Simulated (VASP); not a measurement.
# CoO (R-3m) in VASP: further runs

CoO is run at these levels: PBE; tasks: single point.

Program: VASP 6.6.1. These are calculated values, not measurements. Logs are shortened: lines on timing, memory, paths and dates and some standing lists are left out, and cuts for length are marked.

## 1. The cell of the first run

Symmetry: R-3m, No. 166, trigonal system. The conventional cell has a = 3.090 Å, b = 3.090 Å, c = 6.897 Å, α = 90.00°, β = 90.00°, γ = 120.00°. Within 2.8 Å of Co (site symmetry -3m) lie 6 O at 2.12 Å. O (site symmetry -3m) has 6 Co at 2.12 Å within 2.8 Å.

## 2. Single point, PBE, collinear spin, ferromagnetic start

Input file INCAR:

```
ALGO = Normal ; EDIFF = 1E-6
ENCUT = 520 ; GGA = PE
ISIF = 2 ; ISMEAR = 0
ISPIN = 2 ; LASPH = True
LCHARG = False ; LMAXMIX = 4
LORBIT = 11 ; LREAL = False
LWAVE = False ; MAGMOM = 2.71 0.34
NBANDS = 18 ; NELM = 150
PREC = Accurate ; SIGMA = 0.1
```

Input file KPOINTS:

```
k-points
0
Gamma
  18 18 18
```

Input file POSCAR:

```
CoO
1.0
    1.5451331124      0.8920830184      2.2990762412
   -1.5451331124      0.8920830184      2.2990762412
    0.0000000000     -1.7841660368      2.2990762412
Co O
1 1
Direct
    0.0000000000      0.0000000000      0.0000000000
    0.5000000000      0.5000000000      0.5000000000
```

Potentials or basis: VASP PAW PBE potentials, release 64 (Co, O).

On the command line:

```bash
> cat potpaw_PBE.64/Co/POTCAR potpaw_PBE.64/O/POTCAR > POTCAR
> mpirun -np 1 vasp_std > vasp.out
```

OUTCAR:

```text
EDIFF = 1E-6
   ENCUT = 520
   GGA = PE
   ISIF = 2
   ISMEAR = 0
   ISPIN = 2
   LASPH = True
   LORBIT = 11
   LREAL = False
   NELM = 150
   PREC = Accurate

 ion  position               nearest neighbor table
   1  0.000  0.000  0.000-   2 2.12   2 2.12   2 2.12   2 2.12   2 2.12   2 2.12
   2  0.500  0.500  0.500-   1 2.12   1 2.12   1 2.12   1 2.12   1 2.12   1 2.12

  LATTYP: Found a trigonal (rhomboedric) cell.
 ALAT       =     2.9101546367
 COS(alpha) =     0.4361940412

  Lattice vectors:

 A1 = (   1.5451331124,   0.8920830184,   2.2990762412)
 A2 = (  -1.5451331124,   0.8920830184,   2.2990762412)
 A3 = (   0.0000000000,  -1.7841660368,   2.2990762412)

Analysis of symmetry for initial positions (statically):
=====================================================================
 Subroutine PRICEL returns:
 Original cell was already a primitive cell.

 Routine SETGRP: Setting up the symmetry group for a
 trigonal (rhombohedral) supercell.

 Subroutine GETGRP returns: Found 12 space group operations
 (whereof 12 operations were pure point group operations)
 out of a pool of 12 trial point group operations.

The static configuration has the point symmetry D_3d.

Analysis of symmetry for dynamics (positions and initial velocities):
=====================================================================
 Subroutine PRICEL returns:
 Original cell was already a primitive cell.

 Routine SETGRP: Setting up the symmetry group for a
 trigonal (rhombohedral) supercell.

 Subroutine GETGRP returns: Found 12 space group operations
 (whereof 12 operations were pure point group operations)
 out of a pool of 12 trial point group operations.

The dynamic configuration has the point symmetry D_3d.

Analysis of structural, dynamic, and magnetic symmetry:
=====================================================================
 Subroutine PRICEL returns:
 Original cell was already a primitive cell.

 Routine SETGRP: Setting up the symmetry group for a
 trigonal (rhombohedral) supercell.

 Subroutine GETGRP returns: Found 12 space group operations
 (whereof 12 operations were pure point group operations)
 out of a pool of 12 trial point group operations.

The overall configuration has the point symmetry D_3d.

 Subroutine INISYM returns: Found 12 space group operations
 (whereof 12 operations are pure point group operations),
 and found     1 'primitive' translations

----------------------------------------------------------------------------------------

                                     Primitive cell

  volume of cell :      19.0141

  direct lattice vectors                    reciprocal lattice vectors
     1.545133112  0.892083018  2.299076241     0.323596715  0.186828651  0.144985767
    -1.545133112  0.892083018  2.299076241    -0.323596715  0.186828651  0.144985767
     0.000000000 -1.784166037  2.299076241     0.000000000 -0.373657301  0.144985767

  length of vectors
     2.910154637  2.910154637  2.910154637     0.400800015  0.400800015  0.400800015

  position of ions in fractional coordinates (direct lattice)
     0.000000000  0.000000000  0.000000000
     0.500000000  0.500000000  0.500000000

  ion indices of the primitive-cell ions
   primitive index   ion index
                 1           1
                 2           2

----------------------------------------------------------------------------------------

 KPOINTS: k-points

Automatic generation of k-mesh.
 Grid dimensions read from file:
 generate k-points for:   18   18   18

 Generating k-lattice:

  Cartesian coordinates                     Fractional coordinates (reciprocal lattice)
     0.017977595  0.010379369  0.008054765     0.055555556  0.000000000  0.000000000
    -0.017977595  0.010379369  0.008054765     0.000000000  0.055555556  0.000000000
     0.000000000 -0.020758739  0.008054765     0.000000000  0.000000000  0.055555556

  Length of vectors
     0.022266667  0.022266667  0.022266667

  Shift w.r.t. Gamma in fractional coordinates (k-lattice)
     0.000000000  0.000000000  0.000000000

 Subroutine IBZKPT returns following result:
 ===========================================

 Found    580 irreducible k-points:

 Following reciprocal coordinates:
            Coordinates               Weight
  0.000000  0.000000  0.000000      1.000000
  0.055556  0.000000  0.000000      6.000000
  0.111111  0.000000  0.000000      6.000000
  0.166667  0.000000  0.000000      6.000000
  0.222222  0.000000  0.000000      6.000000
  0.277778  0.000000  0.000000      6.000000
[... 16 lines left out ...]
 -0.277778  0.055556 -0.000000     12.000000
 -0.222222  0.055556 -0.000000     12.000000
 [... further k-points ...]
   k-points           NKPTS =    580   k-points in BZ     NKDIM =    580   number of bands    NBANDS=     18
   number of dos      NEDOS =    301   number of ions     NIONS =      2
   total plane-waves  NPLWV =  13824
   dimension x,y,z NGX =    24 NGY =   24 NGZ =   24
   dimension x,y,z NGXF=    48 NGYF=   48 NGZF=   48
   ions per type =               1   1
   NGX,Y,Z   is equivalent  to a cutoff of  13.71, 13.71, 13.71 a.u.
   NGXF,Y,Z  is equivalent  to a cutoff of  27.42, 27.42, 27.42 a.u.
 SYSTEM =  unknown system
   PREC   = accura    normal or accurate (medium, high low for compatibility)
   ISTART =      0    job   : 0-new  1-cont  2-samecut
   ICHARG =      2    charge: 1-file 2-atom 10-const
   ISPIN  =      2    spin polarized calculation?
   LNONCOLLINEAR =      F non collinear calculations
   LSORBIT =      F    spin-orbit coupling
   LASPH  =      T    aspherical Exc in radial PAW
   ENCUT  =  520.0 eV  38.22 Ry    6.18 a.u.   5.41  5.41  5.41*2*pi/ulx,y,z
   NELM   =    150;   NELMIN=  2; NELMDL= -5     # of ELM steps
   EDIFF  = 0.1E-05   stopping-criterion for ELM
   LREAL  =      F    real-space projection
   EDIFFG = 0.1E-04   stopping-criterion for IOM
   NSW    =      0    number of steps for IOM
   IBRION =     -1    ionic relax: 0-MD 1-quasi-New 2-CG
   NFREE  =      0    steps in history (QN), initial steepest desc. (CG)
   ISIF   =      2    stress and relaxation
   ISYM   =      2    0-nonsym 1-usesym 2-fastsym
   POTIM  = 0.5000    time-step for ionic-motion
   TEBEG  =    0.0;   TEEND  =   0.0 temperature during run
   PSTRESS=    0.0 pullay stress
   NELECT =      15.0000    total number of electrons
   NUPDOWN=      -1.0000    fix difference up-down
   EMIN   =  10.00;   EMAX   =-10.00  energy-range for DOS
   EFERMI =   0.00;   METHOD = LEGACY
   ISMEAR =     0;   SIGMA  =   0.10  broadening in eV -4-tet -1-fermi 0-gaus
   EFERMI_NEDOS =   21; number of points for ismear=-14 and -15
   IALGO  =     38    algorithm
   IMIX   =      4    mixing-type and parameters
     AMIX     =   0.40;   BMIX     =  1.00
     AMIX_MAG =   1.60;   BMIX_MAG =  1.00
  volume/ion in A,a.u.               =       9.51        64.16
  Fermi-wavevector in a.u.,A,eV,Ry     =   1.512679  2.858548 31.132803  2.288196
  Thomas-Fermi vector in A             =   2.622571
   LORBIT       =     11    0 simple, 1 ext, 2 COOP (PROOUT), +10 PAW based schemes
   GGA     = PE    functional components
   LHFCALC =     F    Hartree Fock is set to
   AEXX    =    0.0000 exact exchange contribution
   IVDW    =     0    specifies the selected vdW correction
   LEPSILON=     F    determine dielectric tensor
   LRPA    =     F    only Hartree local field effects (RPA)
 spin polarized calculation
 Gauss-broadening in eV      SIGMA  =   0.10
  energy-cutoff  :      520.00
  volume of cell :       19.01
 maximum number of plane-waves:       528
 NGX is ok and might be reduce to    24
   NGX = 11   NGY = 11   NGZ = 11

 number of electron      15.0000001 magnetization       2.8451931

 Free energy of the ion-electron system (eV)
  ---------------------------------------------------
  ext. energy  EPLUGINS =         0.00000000
  ---------------------------------------------------
  free energy    TOTEN  =       -13.06404387 eV

  energy without entropy =      -13.04693392  energy(sigma->0) =      -13.05548890

 E-fermi :   8.0823     XC(G=0): -12.5087

 val. band max:        8.0817870719   @ k =   0.3889   0.3333   0.1667
 cond. band min:       8.0824033699   @ k =  -0.4444   0.4444   0.4444
 fundamental gap:      0.0006162980
 Fermi energy:         8.0822879343

 spin component 1

 k-point     1 :       0.0000    0.0000    0.0000
  band No.  band energies     occupation
      1     -12.1913      1.00000
      2       4.7470      1.00000
      3       4.7470      1.00000
      4       4.7950      1.00000
      5       4.7950      1.00000
      6       4.9686      1.00000
[... 10 lines left out ...]
     17      31.4612      0.00000
     18      33.3796      0.00000
[... 463 lines left out ...]
 k-point    24 :      -0.2222    0.0556   -0.0000
  band No.  band energies     occupation
      1     -11.6548      1.00000
      2       1.8101      1.00000
      3       2.8403      1.00000
      4       3.1958      1.00000
      5       5.2447      1.00000
      6       5.4630      1.00000
[... 10 lines left out ...]
     17      34.9003      0.00000
     18      36.3513      0.00000

 [... further k-points ...]

 spin component 2

 k-point     1 :       0.0000    0.0000    0.0000
  band No.  band energies     occupation
      1     -11.7112      1.00000
      2       5.3091      1.00000
      3       5.3091      1.00000
      4       5.9037      1.00000
      5       6.8146      1.00000
      6       6.8146      1.00000
[... 10 lines left out ...]
     17      32.4194      0.00000
     18      34.1862      0.00000
[... 463 lines left out ...]
 k-point    24 :      -0.2222    0.0556   -0.0000
  band No.  band energies     occupation
      1     -11.1602      1.00000
      2       2.4480      1.00000
      3       4.0921      1.00000
      4       4.5438      1.00000
      5       7.3230      1.00000
      6       7.5356      1.00000
[... 10 lines left out ...]
     17      35.3727      0.00000
     18      36.9791      0.00000

 [... further k-points ...]
[... 5 lines left out ...]
  --------------------------------------------------------------------------------------
  -------------------------------------------------------------------------------------
  Total       -0.0828106     -0.0828106     -0.0581620      0.0000000      0.0000000      0.0000000
  in kB       -6.9778342     -6.9778342     -4.9008830      0.0000000      0.0000000      0.0000000
  external PRESSURE =      -6.2855172 kB  Pullay stress =       0.0000000 kB

 VOLUME and BASIS-vectors are now :
 -----------------------------------------------------------------------------
  energy-cutoff  :      520.00
  volume of cell :       19.01
      direct lattice vectors                 reciprocal lattice vectors
     1.545133112  0.892083018  2.299076241     0.323596715  0.186828651  0.144985767
    -1.545133112  0.892083018  2.299076241    -0.323596715  0.186828651  0.144985767
     0.000000000 -1.784166037  2.299076241     0.000000000 -0.373657301  0.144985767

 POSITION                                       TOTAL-FORCE (eV/Angst)
 -----------------------------------------------------------------------------------
      0.00000      0.00000      0.00000         0.000000      0.000000      0.000000
      0.00000      0.00000      3.44861         0.000000     -0.000000      0.000000
 -----------------------------------------------------------------------------------
    total drift:                               -0.000000      0.000000     -0.000000

  FREE ENERGIE OF THE ION-ELECTRON SYSTEM (eV)
  ---------------------------------------------------
  free  energy   TOTEN  =       -13.0640438726 eV

  energy  without entropy=      -13.0469339193  energy(sigma->0) =      -13.05548890

 total charge

# of ion       s       p       d       tot
------------------------------------------
    1        0.299   0.365   7.154   7.818
    2        1.557   3.425   0.000   4.982
--------------------------------------------------
tot          1.856   3.791   7.154  12.801

 magnetization (x)

# of ion       s       p       d       tot
------------------------------------------
    1        0.020   0.018   2.474   2.512
    2        0.029   0.256   0.000   0.285
--------------------------------------------------
tot          0.048   0.274   2.474   2.797
```

Wall time 2.5 min (1 thread of Intel Xeon 6975P-C (Granite Rapids), shared host); peak memory 0.4 GiB.

Results:

| Quantity | Value |
| --- | --- |
| Free energy | -13.0640 eV |
| Pressure | -0.6 GPa |
| Net moment | 2.85 μB per cell |
| Site moments | Co +2.51; O +0.28 μB |
| Valence electrons inside the program's atomic spheres | Co 7.82; O 4.98 |

Caveat: a cell with one magnetic atom can't hold antiferromagnetic order, which such compounds often take; semilocal functionals often make such compounds metallic where correlation or magnetic order opens a gap, which also shifts bond lengths.

## 3. Single point, PBE, collinear spin, ferromagnetic start

Input file INCAR:

```
  PREC = Accurate
  ENCUT = 520
  EDIFF = 1E-7
  ISMEAR = 0
  SIGMA = 0.15
  LREAL = F
  LASPH = T
  NELM = 150
  ALGO = Normal
  ISIF = 2
  LWAVE = F
  LCHARG = F
  ISPIN = 2
  MAGMOM = 2.7 0.34
  LORBIT = 11
  LMAXMIX = 4
  GGA = PE
  NBANDS = 18
```

Input file KPOINTS:

```
Automatic mesh
0
Gamma
  18 18 18
```

POSCAR is that of step 2.

Potentials or basis: VASP PAW PBE potentials, release 64 (Co, O).

On the command line:

```bash
> cat potpaw_PBE.64/Co/POTCAR potpaw_PBE.64/O/POTCAR > POTCAR
> mpirun -np 1 vasp_std > vasp.out
```

Run time: 2.6 min. Hardware: 1 thread of Intel Xeon 6975P-C (Granite Rapids), shared host; peak memory 0.4 GiB.

Results (log left out):

```yaml
Free_energy: -13.0748 eV
Pressure: -0.6 GPa
Net_moment: 2.83 μB per cell
Site_moments: Co +2.50; O +0.28 μB
Valence_electrons_inside_the_program's_atomic_spheres: Co 7.82; O 4.98
```

Stress tensor (GPa, compression positive):
```
-0.87  0.00  0.00
 0.00 -0.87  0.00
 0.00  0.00 -0.21
```

Levels at points of the mesh, in eV from the Fermi level:
Spin up:
```
           k point  band 6  band 7  band 8  band 9  band 10  band 11  band 12  band 13
(0.00, 0.00, 0.00)   -3.10   -3.10   -2.77   -2.76     1.13    16.83    17.51    17.51
(0.50, 0.00, 0.00)   -2.24   -1.75    0.06    0.21     5.30     9.17    13.49    14.91
(0.50, 0.50, 0.00)   -2.88   -2.37   -2.02   -1.99     6.01     9.86    11.95    15.26
(0.50, 0.50, 0.50)   -2.22   -1.48    0.27    0.27     4.66    10.62    12.32    12.32
```
Spin down:
```csv
k point,band 3,band 4,band 5,band 6,band 7,band 8,band 9,band 10
"(0.00, 0.00, 0.00)",-2.78,-2.19,-1.27,-1.27,-0.95,0.08,0.08,1.68
"(0.50, 0.00, 0.00)",-4.80,-4.23,-0.35,-0.28,0.35,2.57,2.76,5.57
"(0.50, 0.50, 0.00)",-4.21,-3.48,-2.28,0.07,0.11,0.58,0.97,6.86
"(0.50, 0.50, 0.50)",-5.09,-5.09,0.04,0.04,0.32,2.85,2.85,4.93
```

Caveat: a cell with one magnetic atom can't hold antiferromagnetic order, which such compounds often take; semilocal functionals often make such compounds metallic where correlation or magnetic order opens a gap, which also shifts bond lengths. With open d or f shells a metallic result of PBE can be an artefact of self-interaction; +U or a hybrid may open a gap.
